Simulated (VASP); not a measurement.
# Nb (Im-3m) in VASP: further runs

The runs below take Nb through relaxation of cell and atoms, with PBEsol, PBE+TS.

Everything below comes from runs of VASP 6.6.1. Logs are shortened: lines on timing, memory, paths and dates and some standing lists are left out, and cuts for length are marked.

## Step 1: The cell of the first run

It takes space group Im-3m (No. 229, cubic). Conventional cell: a = 3.328 Å, b = 3.328 Å, c = 3.328 Å, α = 90.00°, β = 90.00°, γ = 90.00°. Within 3.8 Å of Nb (site symmetry m-3m) lie 14 Nb at 2.88 to 3.33 Å.

## Step 2: Relaxation of cell and atoms, PBEsol, target pressure 2 GPa, at which the enthalpy is minimised

The input, INCAR:

```
  PREC = Accurate
  ENCUT = 500
  EDIFF = 1E-7
  ISMEAR = -1
  SIGMA = 0.05
  LREAL = False
  LASPH = True
  NELM = 120
  ALGO = Normal
  ISIF = 3
  LWAVE = False
  LCHARG = False
  GGA = PS
  IBRION = 2
  NSW = 60
  EDIFFG = -0.01
  PSTRESS = 20.0
  GGA_COMPAT = False
  NELMIN = 4
```

The input, KPOINTS:

```
regular mesh
0
Gamma
  11 11 11
```

The input, POSCAR:

```
Nb
1.0
   -1.6639500000      1.6639500000      1.6639500000
    1.6639500000     -1.6639500000      1.6639500000
    1.6639500000      1.6639500000     -1.6639500000
Nb
1
Direct
    0.0000000000      0.0000000000      0.0000000000
```

Potentials or basis: VASP PAW PBE potentials, release 64 (Nb_sv).

The run is started by

```
$ cat potpaw_PBE.64/Nb_sv/POTCAR > POTCAR
$ mpirun -np 1 vasp_std > vasp.out
```

OUTCAR:

```text
PREC = Accurate
   ENCUT = 500
   EDIFF = 1E-7
   ISMEAR = -1
   LREAL = False
   LASPH = True
   NELM = 120
   ISIF = 3
   GGA = PS
   IBRION = 2
   NSW = 60
   EDIFFG = -0.01
   PSTRESS = 20.0
   NELMIN = 4

 ion  position               nearest neighbor table
   1  0.000  0.000  0.000-

  LATTYP: Found a body centered cubic cell.
 ALAT       =     3.3279000000

  Lattice vectors:

 A1 = (  -1.6639500000,   1.6639500000,   1.6639500000)
 A2 = (   1.6639500000,  -1.6639500000,   1.6639500000)
 A3 = (   1.6639500000,   1.6639500000,  -1.6639500000)

Analysis of symmetry for initial positions (statically):
=====================================================================
 Subroutine PRICEL returns:
 Original cell was already a primitive cell.

 Routine SETGRP: Setting up the symmetry group for a
 body centered cubic supercell.

 Subroutine GETGRP returns: Found 48 space group operations
 (whereof 48 operations were pure point group operations)
 out of a pool of 48 trial point group operations.

The static configuration has the point symmetry O_h .

Analysis of symmetry for dynamics (positions and initial velocities):
=====================================================================
 Subroutine PRICEL returns:
 Original cell was already a primitive cell.

 Routine SETGRP: Setting up the symmetry group for a
 body centered cubic supercell.

 Subroutine GETGRP returns: Found 48 space group operations
 (whereof 48 operations were pure point group operations)
 out of a pool of 48 trial point group operations.

The dynamic configuration has the point symmetry O_h .

 Subroutine INISYM returns: Found 48 space group operations
 (whereof 48 operations are pure point group operations),
 and found     1 'primitive' translations

----------------------------------------------------------------------------------------

                                     Primitive cell

  volume of cell :      18.4281

  direct lattice vectors                    reciprocal lattice vectors
    -1.663950000  1.663950000  1.663950000     0.000000000  0.300489798  0.300489798
     1.663950000 -1.663950000  1.663950000     0.300489798  0.000000000  0.300489798
     1.663950000  1.663950000 -1.663950000     0.300489798  0.300489798  0.000000000

  length of vectors
     2.882045941  2.882045941  2.882045941     0.424956748  0.424956748  0.424956748

  position of ions in fractional coordinates (direct lattice)
     0.000000000  0.000000000  0.000000000

  ion indices of the primitive-cell ions
   primitive index   ion index
                 1           1

----------------------------------------------------------------------------------------

 KPOINTS: regular mesh

Automatic generation of k-mesh.
 Grid dimensions read from file:
 generate k-points for:   11   11   11

 Generating k-lattice:

  Cartesian coordinates                     Fractional coordinates (reciprocal lattice)
     0.000000000  0.027317254  0.027317254     0.090909091  0.000000000  0.000000000
     0.027317254  0.000000000  0.027317254     0.000000000  0.090909091  0.000000000
     0.027317254  0.027317254  0.000000000     0.000000000  0.000000000  0.090909091

  Length of vectors
     0.038632432  0.038632432  0.038632432

  Shift w.r.t. Gamma in fractional coordinates (k-lattice)
     0.000000000  0.000000000  0.000000000

 Subroutine IBZKPT returns following result:
 ===========================================

 Found     56 irreducible k-points:

 Following reciprocal coordinates:
            Coordinates               Weight
  0.000000  0.000000  0.000000      1.000000
  0.090909  0.000000  0.000000     12.000000
  0.181818  0.000000  0.000000     12.000000
  0.272727  0.000000  0.000000     12.000000
  0.363636  0.000000  0.000000     12.000000
  0.454545  0.000000  0.000000     12.000000
[... 16 lines left out ...]
  0.272727  0.181818  0.090909     48.000000
  0.363636  0.181818  0.090909     24.000000
 [... further k-points ...]
   k-points           NKPTS =     56   k-points in BZ     NKDIM =     56   number of bands    NBANDS=     10
   number of dos      NEDOS =    301   number of ions     NIONS =      1
   total plane-waves  NPLWV =  13824
   dimension x,y,z NGX =    24 NGY =   24 NGZ =   24
   dimension x,y,z NGXF=    48 NGYF=   48 NGZF=   48
   ions per type =               1
   NGX,Y,Z   is equivalent  to a cutoff of  13.84, 13.84, 13.84 a.u.
   NGXF,Y,Z  is equivalent  to a cutoff of  27.69, 27.69, 27.69 a.u.
 SYSTEM =  unknown system
   PREC   = accura    normal or accurate (medium, high low for compatibility)
   ISTART =      0    job   : 0-new  1-cont  2-samecut
   ICHARG =      2    charge: 1-file 2-atom 10-const
   ISPIN  =      1    spin polarized calculation?
   LNONCOLLINEAR =      F non collinear calculations
   LSORBIT =      F    spin-orbit coupling
   LASPH  =      T    aspherical Exc in radial PAW
   ENCUT  =  500.0 eV  36.75 Ry    6.06 a.u.   5.25  5.25  5.25*2*pi/ulx,y,z
   NELM   =    120;   NELMIN=  4; NELMDL= -5     # of ELM steps
   EDIFF  = 0.1E-06   stopping-criterion for ELM
   LREAL  =      F    real-space projection
   EDIFFG = -.1E-01   stopping-criterion for IOM
   NSW    =     60    number of steps for IOM
   IBRION =      2    ionic relax: 0-MD 1-quasi-New 2-CG
   NFREE  =      1    steps in history (QN), initial steepest desc. (CG)
   ISIF   =      3    stress and relaxation
   ISYM   =      2    0-nonsym 1-usesym 2-fastsym
   POTIM  = 0.5000    time-step for ionic-motion
   TEBEG  =    0.0;   TEEND  =   0.0 temperature during run
   PSTRESS=   20.0 pullay stress
   NELECT =      13.0000    total number of electrons
   NUPDOWN=      -1.0000    fix difference up-down
   EMIN   =  10.00;   EMAX   =-10.00  energy-range for DOS
   EFERMI =   0.00;   METHOD = LEGACY
   ISMEAR =    -1;   SIGMA  =   0.05  broadening in eV -4-tet -1-fermi 0-gaus
   EFERMI_NEDOS =   21; number of points for ismear=-14 and -15
   IALGO  =     38    algorithm
   IMIX   =      4    mixing-type and parameters
     AMIX     =   0.40;   BMIX     =  1.00
     AMIX_MAG =   1.60;   BMIX_MAG =  1.00
  volume/ion in A,a.u.               =      18.43       124.36
  Fermi-wavevector in a.u.,A,eV,Ry     =   1.457345  2.753983 28.896790  2.123854
  Thomas-Fermi vector in A             =   2.574157
   LORBIT       =      0    0 simple, 1 ext, 2 COOP (PROOUT), +10 PAW based schemes
   GGA     = PS    functional components
   LHFCALC =     F    Hartree Fock is set to
   AEXX    =    0.0000 exact exchange contribution
   IVDW    =     0    specifies the selected vdW correction
   LEPSILON=     F    determine dielectric tensor
   LRPA    =     F    only Hartree local field effects (RPA)
 conjugate gradient relaxation of ions
 non-spin polarized calculation
  energy-cutoff  :      500.00
  volume of cell :       18.43
 maximum number of plane-waves:       478
 NGX is ok and might be reduce to    24
   NGX = 11   NGY = 11   NGZ = 11

--------------------------------------- Ionic step        1  -------------------------------------------

 number of electron      12.9999999 magnetization

 Free energy of the ion-electron system (eV)
  ---------------------------------------------------
  ext. energy  EPLUGINS =         0.00000000
  ---------------------------------------------------
  free energy    TOTEN  =       -10.92678570 eV

  energy without entropy =      -10.91230089  energy(sigma->0) =      -10.91954329

------------------------ aborting loop because EDIFF is reached ----------------------------------------

  FORCE on cell =-STRESS in cart. coord.  units (eV):
  Direction    XX          YY          ZZ          XY          YZ          ZX
  --------------------------------------------------------------------------------------
  -------------------------------------------------------------------------------------
  Total       -0.9341661     -0.9341661     -0.9341661     -0.0000000     -0.0000000      0.0000000
  in kB      -81.2182974    -81.2182974    -81.2182974     -0.0000000     -0.0000000      0.0000000
  external PRESSURE =    -101.2182974 kB  Pullay stress =      20.0000000 kB

 VOLUME and BASIS-vectors are now :
 -----------------------------------------------------------------------------
  energy-cutoff  :      500.00
  volume of cell :       18.43
      direct lattice vectors                 reciprocal lattice vectors
    -1.663950000  1.663950000  1.663950000     0.000000000  0.300489798  0.300489798
     1.663950000 -1.663950000  1.663950000     0.300489798  0.000000000  0.300489798
     1.663950000  1.663950000 -1.663950000     0.300489798  0.300489798  0.000000000
[... 81 lines left out ...]
  FREE ENERGIE OF THE ION-ELECTRON SYSTEM (eV)
  ---------------------------------------------------
  free  energy   TOTEN  =       -10.9487536120 eV

  energy  without entropy=      -10.9331376267  energy(sigma->0) =      -10.94094562

  enthalpy is  TOTEN    =       -10.7313836712 eV   P V=        0.2173699408

--------------------------------------- Ionic step        4  -------------------------------------------

 number of electron      13.0000001 magnetization

 Free energy of the ion-electron system (eV)
  ---------------------------------------------------
  ext. energy  EPLUGINS =         0.00000000
  ---------------------------------------------------
  free energy    TOTEN  =       -10.94833439 eV

  energy without entropy =      -10.93269346  energy(sigma->0) =      -10.94051392

 E-fermi :  11.5062     XC(G=0): -12.8180

 val. band max:       11.4966027094   @ k =   0.2727   0.0000   0.0000
 cond. band min:      11.5169150325   @ k =   0.0909   0.0909   0.0000
 fundamental gap:      0.0203123231
 Fermi energy:        11.5061714311

 k-point     1 :       0.0000    0.0000    0.0000
  band No.  band energies     occupation
      1     -42.6811      2.00000
      2     -17.9134      2.00000
      3     -17.9134      2.00000
      4     -17.9134      2.00000
      5       5.5148      2.00000
      6      11.9030      0.00071
      7      11.9030      0.00071
      8      11.9030      0.00071
      9      14.9340      0.00000
     10      14.9340      0.00000

 k-point     2 :       0.0909    0.0000    0.0000
  band No.  band energies     occupation
      1     -42.6589      2.00000
      2     -18.0449      2.00000
      3     -17.9530      2.00000
      4     -17.9146      2.00000
      5       5.8669      2.00000
      6      11.6857      0.05371
      7      11.8419      0.00242
      8      12.2454      0.00000
      9      14.6220      0.00000
     10      14.9354      0.00000
[... 274 lines left out ...]
 k-point    24 :       0.3636    0.1818    0.0909
  band No.  band energies     occupation
      1     -42.3794      2.00000
      2     -19.1787      2.00000
      3     -18.6090      2.00000
      4     -18.1712      2.00000
      5       9.0512      2.00000
      6       9.8980      2.00000
      7      11.9490      0.00029
      8      15.3683      0.00000
      9      15.8017      0.00000
     10      21.0123      0.00000

 [... further k-points ...]

------------------------ aborting loop because EDIFF is reached ----------------------------------------

  FORCE on cell =-STRESS in cart. coord.  units (eV):
  Direction    XX          YY          ZZ          XY          YZ          ZX
  --------------------------------------------------------------------------------------
  -------------------------------------------------------------------------------------
  Total        0.2149875      0.2149875      0.2149875     -0.0000000     -0.0000000     -0.0000000
  in kB       19.8240393     19.8240393     19.8240393     -0.0000000     -0.0000000     -0.0000000
  external PRESSURE =      -0.1759607 kB  Pullay stress =      20.0000000 kB

 VOLUME and BASIS-vectors are now :
 -----------------------------------------------------------------------------
  energy-cutoff  :      500.00
  volume of cell :       17.38
      direct lattice vectors                 reciprocal lattice vectors
    -1.631638391  1.631638391  1.631638391     0.000000000  0.306440448  0.306440448
     1.631638391 -1.631638391  1.631638391     0.306440448  0.000000000  0.306440448
     1.631638391  1.631638391 -1.631638391     0.306440448  0.306440448  0.000000000

 POSITION                                       TOTAL-FORCE (eV/Angst)
 -----------------------------------------------------------------------------------
     -0.00000      0.00000      0.00000        -0.000000     -0.000000      0.000000
 -----------------------------------------------------------------------------------
    total drift:                               -0.000000     -0.000000      0.000000

  FREE ENERGIE OF THE ION-ELECTRON SYSTEM (eV)
  ---------------------------------------------------
  free  energy   TOTEN  =       -10.9483343872 eV

  energy  without entropy=      -10.9326934595  energy(sigma->0) =      -10.94051392

  enthalpy is  TOTEN    =       -10.7314385831 eV   P V=        0.2168958040

 reached required accuracy - stopping structural energy minimisation
```

Run time: 1.7 min. Hardware: 1 thread of Intel Xeon 8259CL, shared host; peak memory 0.12 GiB.

Results:

- Free energy: -10.9483 eV
- Relaxed volume: 17.38 Å³/atom
- Relaxed cell: a = 2.826 Å, b = 2.826 Å, c = 2.826 Å, α = 109.47°, β = 109.47°, γ = 109.47°
- Space group after relaxing (to 0.1 Å): Im-3m (No. 229)
- Energy change on relaxing (the run minimises the enthalpy): -21.5 meV/atom
- Ionic steps: 4
- Pressure after relaxing: 2.0 GPa
- Band gap on the k mesh: zero (an odd number of electrons rules out a gap without spin polarisation)

The path:
```
step  energy change (eV)  largest force (eV/Å)  pressure (GPa)  volume (Å³)
   1              0.0000                0.0000           -8.12        18.43
   2              0.1397                0.0000           27.26        15.49
   3             -0.0220                0.0000            1.56        17.41
   4             -0.0215                0.0000            1.98        17.38
```

Final structure:
```
CELL_PARAMETERS angstrom
-1.63164 1.63164 1.63164
1.63164 -1.63164 1.63164
1.63164 1.63164 -1.63164
ATOMIC_POSITIONS crystal
Nb 0.00000 0.00000 0.00000
```

Caveat: the cell is relaxed towards a set pressure, so the run minimises the enthalpy, not the energy; the PAW data sets were made with another functional, which shifts forces and pressure a little.

## Step 3: Relaxation of cell and atoms, PBEsol, target pressure 30 GPa, at which the enthalpy is minimised

The input, INCAR:

```
SYSTEM = Nb
ALGO     = Normal         ! electronic algorithm
EDIFF    = 1E-7           ! SCF threshold, eV
EDIFFG   = -0.01          ! ionic threshold
ENCUT    = 500            ! plane-wave cutoff, eV
GGA      = PS             ! functional
GGA_COMPAT= .FALSE.      
IBRION   = 2              ! ionic algorithm
ISIF     = 3              ! what is computed and relaxed
ISMEAR   = -1             ! smearing method
LASPH    = .TRUE.         ! aspherical terms in the spheres
LCHARG   = .FALSE.        ! write CHGCAR
LREAL    = .FALSE.        ! projectors in reciprocal space
LWAVE    = .FALSE.        ! write WAVECAR
NELM     = 120            ! most SCF steps
NELMIN   = 4            
NSW      = 60             ! ionic steps
PREC     = Accurate       ! precision mode
PSTRESS  = 300.0        
SIGMA    = 0.05           ! smearing width, eV
```

The input, KPOINTS:

```
k-points
0
G
  11 11 11
  0 0 0
```

POSCAR is that of step 2.

Potentials or basis: VASP PAW PBE potentials, release 64 (Nb_sv).

The run is started by

```
$ cat potpaw_PBE.64/Nb_sv/POTCAR > POTCAR
$ mpirun -np 1 vasp_std > vasp.out
```

It took 2 min on 1 thread of Intel Xeon 8259CL, shared host; peak memory 0.13 GiB.

Results (log left out):

* Free energy: -10.7582 eV
* Relaxed volume: 15.33 Å³/atom
* Relaxed cell: a = 2.711 Å, b = 2.711 Å, c = 2.711 Å, α = 109.47°, β = 109.47°, γ = 109.47°
* Space group after relaxing (to 0.1 Å): Im-3m (No. 229)
* Energy change on relaxing (the run minimises the enthalpy): +168.6 meV/atom
* Ionic steps: 5
* Pressure after relaxing: 30.0 GPa
* Band gap on the k mesh: zero (an odd number of electrons rules out a gap without spin polarisation)

The path:
| step | energy change (eV) | largest force (eV/Å) | pressure (GPa) | volume (Å³) |
| --- | --- | --- | --- | --- |
| 1 | 0.0000 | 0.0000 | -8.12 | 18.43 |
| 2 | 6.3360 | 0.0000 | 420.79 | 9.03 |
| 3 | 0.0846 | 0.0000 | 21.55 | 15.86 |
| 4 | 0.1286 | 0.0000 | 26.19 | 15.56 |
| 5 | 0.1686 | 0.0000 | 29.98 | 15.33 |

Final structure:
```yaml
crystal:
  lattice:
    - [-1.56501, 1.56501, 1.56501]
    - [1.56501, -1.56501, 1.56501]
    - [1.56501, 1.56501, -1.56501]
  atoms:
    - { symbol: Nb, position: [0.00000, 0.00000, 0.00000] }
```

Levels at points of the mesh, in eV from the Fermi level:
```tsv
k point	band 2	band 3	band 4	band 5	band 6	band 7	band 8	band 9	band 10
(0.00, 0.00, 0.00)	-29.02	-29.02	-29.02	-6.20	0.27	0.27	0.27	3.75	3.75
```

Caveat: the cell is relaxed towards a set pressure, so the run minimises the enthalpy, not the energy; the volume moved by over 15 % at a fixed basis, so the end points are rough; the PAW data sets were made with another functional, which shifts forces and pressure a little.

(Part 1 of 2 ends here.)

The gap in the log of VASP goes by the Fermi energy; the results here count the filled bands.